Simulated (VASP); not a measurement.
Crystal: Mg2ZnS3.

```
Mg Zn S
1.0
     3.56792    0.00000    0.00000
     0.00000    4.51343    0.00000
     0.00000    0.00000    7.85032
Mg Zn S
2 1 3
Direct
  0.00000 0.00000 0.00786
  0.00000 0.50000 0.49683
  0.50000 0.00000 0.32883
  0.50000 0.50000 0.83735
  0.50000 0.50000 0.18187
  0.50000 0.00000 0.64727
```

The cell was generated, and may not be a known phase.

```yaml
Program: VASP 6.6.1
Task: relaxation of cell and atoms
Functional: PBE
Potentials_or_basis: VASP PAW PBE potentials, release 64 (Mg, Zn, S)
Cutoff: 600 eV
k_mesh: 6 × 4 × 2
Occupations: gaussian, width 0.1 eV
Spin: no spin polarisation
```

At the start: pressure -6.0 GPa; volume 21.07 Å³/atom.

Question: How do energy, volume and symmetry change on relaxing?

Answer: Over 64 steps the energy falls by 753.6 meV/atom and the volume is 19.92 Å³/atom (-5.4 %); space group Pmm2 (No. 25, to 0.1 Å) before and after.

Step by step:
```tsv
step	energy change (eV)	largest force (eV/Å)	pressure (GPa)	volume (Å³)
1	0.0000	1.9714	-5.96	126.42
3	-0.7541	1.5253	3.65	107.23
5	-1.4815	1.7070	10.33	103.52
7	-2.7296	1.1550	5.72	113.99
9	-3.0281	2.1356	5.65	125.92
11	-3.5202	1.0530	-2.08	143.89
13	-3.9636	0.3692	-1.99	147.94
15	-4.0405	0.2267	-0.17	143.44
17	-4.0503	0.1941	-0.08	142.41
19	-4.0535	0.1821	-0.09	142.15
21	-4.0758	0.1673	0.02	139.80
23	-4.0878	0.2839	0.16	136.55
25	-4.0955	0.3372	-0.40	135.43
27	-4.1047	0.3216	-0.06	135.21
29	-4.1134	0.3087	1.84	130.24
31	-4.1282	0.3059	0.96	132.29
33	-4.1626	0.3262	0.24	132.59
35	-4.1787	0.4562	-0.39	132.87
37	-4.2105	0.4888	-0.17	131.67
39	-4.2492	0.3638	0.47	130.41
41	-4.2521	0.5338	0.67	129.99
43	-4.2770	0.3776	-0.61	131.54
45	-4.3211	0.3201	-0.35	129.29
47	-4.2859	1.8541	1.59	119.35
49	-4.3713	0.7686	0.17	124.54
51	-4.4533	0.5044	0.34	120.90
53	-4.4655	0.4864	0.53	119.64
55	-4.4965	0.4125	0.22	119.35
57	-4.5135	0.2137	0.03	119.37
59	-4.5201	0.0957	0.02	119.48
61	-4.5212	0.0508	-0.03	119.56
63	-4.5216	0.0465	0.08	119.38
64	-4.5219	0.0369	-0.01	119.54
```

Final structure:
```cif
data_structure
_symmetry_space_group_name_H-M 'P 1'
_symmetry_Int_Tables_number 1
_cell_length_a 3.4376
_cell_length_b 3.5322
_cell_length_c 9.8449
_cell_angle_alpha 90.000
_cell_angle_beta 90.000
_cell_angle_gamma 90.000
_cell_volume 119.54
loop_
_atom_site_label
_atom_site_type_symbol
_atom_site_fract_x
_atom_site_fract_y
_atom_site_fract_z
_atom_site_occupancy
Mg1 Mg 0.00000 0.00000 0.96878 1
Mg2 Mg 0.00000 0.50000 0.64035 1
Zn1 Zn 0.50000 0.00000 0.31726 1
S1 S 0.50000 0.50000 0.85263 1
S2 S 0.50000 0.50000 0.17391 1
S3 S 0.50000 0.00000 0.54706 1
```

Caveat: a cell axis changed by over 15 % at a fixed basis, so the end point is rough.
